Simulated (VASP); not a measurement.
A run of VASP 6.6.1:

Contents of INCAR:

```
PREC = Accurate
ENCUT = 520
EDIFF = 1E-6
ISMEAR = -1
SIGMA = 0.05
LREAL = Auto
LASPH = True
NELM = 60
ALGO = Normal
ISIF = 2
LWAVE = False
LCHARG = False
NBANDS = 64
```

KPOINTS

```
regular mesh
0
Gamma
  1 1 1
```

Contents of POSCAR:

```
H6C2O
1.0
    7.2936330000      0.0000000000      0.0000000000
    0.0000000000      7.2936330000      0.0000000000
    0.0000000000      0.0000000000      7.2936330000
C O H
8 4 24
Direct
    0.8832909470      0.5679611244      0.3490304489
    0.7672308162      0.6266013110      0.1883012211
    0.3360053899      0.6028957037      0.8495354784
    0.1829129598      0.5449821783      0.7177081709
    0.6938654577      0.0526486595      0.2862359540
    0.5262672251      0.1749196868      0.2398393229
    0.8230603322      0.0567618360      0.7309937311
    0.6793322340      0.2064540401      0.7126900956
    0.5813152376      0.6661837797      0.2277465839
    0.2182588567      0.3704052562      0.6366785935
    0.4282090969      0.0909423329      0.0971669400
    0.5144761191      0.1503503124      0.6524046384
    0.5722388280      0.7826415176      0.1794990233
    0.8512355914      0.7309800205      0.0877203446
    0.7697809857      0.5087313826      0.0866646293
    1.0154061769      0.5151890697      0.2932831965
    0.9253139005      0.6753561634      0.4479934760
    0.8328634029      0.4449771465      0.4214771980
    0.1764552727      0.3819495716      0.5056327896
    0.0563642289      0.5296126087      0.7936099883
    0.1614695996      0.6437121254      0.6069540379
    0.2840833916      0.6788112317      0.9660891904
    0.3686503009      0.4759493657      0.9231064958
    0.4556576949      0.6844874153      0.8024807390
    0.3443277171      0.1628955008      0.0213885179
    0.4551915349      0.1510358418      0.3788783998
    0.5548812231      0.3166871709      0.2016142024
    0.8045921696      0.1309086980      0.3604102373
    0.6289184005     -0.0505783606      0.3797421669
    0.7632273244      0.0102006778      0.1458121076
    0.4228071251      0.2490665489      0.6540773302
    0.6531998525      0.2715930456      0.8594208126
    0.7366150724      0.3233093850      0.6230502686
    0.9443579078      0.1052698977      0.8176309392
    0.7737022140     -0.0558020948      0.8262548993
    0.8722813446      0.0020154565      0.5948612989
```

Potentials or basis: VASP PAW LDA potentials, release 64 (C, O, H).

The run is started by

```sh
$ cat potpaw_LDA.64/C/POTCAR potpaw_LDA.64/O/POTCAR potpaw_LDA.64/H/POTCAR > POTCAR
$ mpirun -np 1 vasp_gam > vasp.out
```

Hardware: 1 thread of Intel(R) Xeon(R) Platinum 8259CL CPU @ 2.50GHz (Skylake/Cascade Lake), with other jobs on the host.

Task: Estimate the wall time of this run.

Result: Wall time 36 s on 1 thread of Intel(R) Xeon(R) Platinum 8259CL CPU @ 2.50GHz (Skylake/Cascade Lake) (shared host), peak memory 0.27 GiB. Counts: scf iterations 17, k points 1.
